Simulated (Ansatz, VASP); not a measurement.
Given: the input of a run of Ansatz 0.2.0 on BAs.

The input input.yaml:

```yaml
crystal:
  lattice:
    - [0.0, 2.3562190158, 2.3562190158]
    - [2.3562190158, 0.0, 2.3562190158]
    - [2.3562190158, 2.3562190158, 0.0]
  atoms:
    - { symbol: As, position: [0.75, 0.75, 0.75] }
    - { symbol: B, position: [0.0, 0.0, 0.0] }
hamiltonian:
  xc: blyp
  pseudopotentials: { kind: paw }
  dispersion: d4
kpoints:
  mp_grid: { grid: [10, 10, 10] }
scf:
  occupations: { method: fermi_dirac, width: 0.05 }
output:
  forces: true
  stress: true
  eigenvalues: true
```

Potentials or basis: Ansatz PAW.

Run with:

```bash
$ ansatz run input.yaml --threads 2 --pin off --max-ram 5120MiB --backend cpu --events-out ev --progress --plain --runs-dir out
```

Question: Translate it to VASP 6.6.1. Potentials there: VASP PAW PBE potentials, release 64 (As_d, B).

Answer: As run (the cutoff follows the program's own potentials):

The input INCAR:

```
SYSTEM = BAs
AGGAC    = 1.0          
AGGAX    = 1.0          
ALDAC    = 0.0          
ALDAX    = 1.0          
ALGO     = Normal         ! electronic algorithm
EDIFF    = 1E-6           ! SCF threshold, eV
ENCUT    = 560            ! plane-wave cutoff, eV
GGA      = B5             ! functional
GGA_COMPAT= .False.      
ISIF     = 2              ! what is computed and relaxed
ISMEAR   = -1             ! smearing method
IVDW     = 13             ! dispersion correction
LASPH    = .True.         ! aspherical terms in the spheres
LCHARG   = .False.        ! write CHGCAR
LREAL    = .False.        ! projectors in reciprocal space
LWAVE    = .False.        ! write WAVECAR
NBANDS   = 16             ! bands
NELM     = 120            ! most SCF steps
PREC     = Accurate       ! precision mode
SIGMA    = 0.05           ! smearing width, eV
VDW_A1   = 0.44488865   
VDW_A2   = 4.0933009    
VDW_S6   = 1.0          
VDW_S8   = 2.34076671
```

KPOINTS

```
k-points
0
Gamma
  10 10 10
  0 0 0
```

POSCAR

```
BAs
1.0
    0.0000000000      2.3562190158      2.3562190158
    2.3562190158      0.0000000000      2.3562190158
    2.3562190158      2.3562190158      0.0000000000
As B
1 1
Direct
    0.7500000000      0.7500000000      0.7500000000
    0.0000000000      0.0000000000      0.0000000000
```

Potentials or basis: VASP PAW PBE potentials, release 64 (As_d, B).

Run with:

```sh
$ cat potpaw_PBE.64/As_d/POTCAR potpaw_PBE.64/B/POTCAR > POTCAR
$ mpirun -np 1 vasp_std > vasp.out
```

Both were run:

|  | VASP | Ansatz | Ansatz less VASP |
| --- | --- | --- | --- |
| gap on the k mesh at the Fermi level (eV) | 1.38 | 1.38 | +0.001 |
| least direct gap on the mesh (eV) | 3.42 | 3.42 | +0.005 |
| pressure (GPa) | 4.9 | 4.6 | -0.30 |

VASP's potentials were made for PBE, not for BLYP.
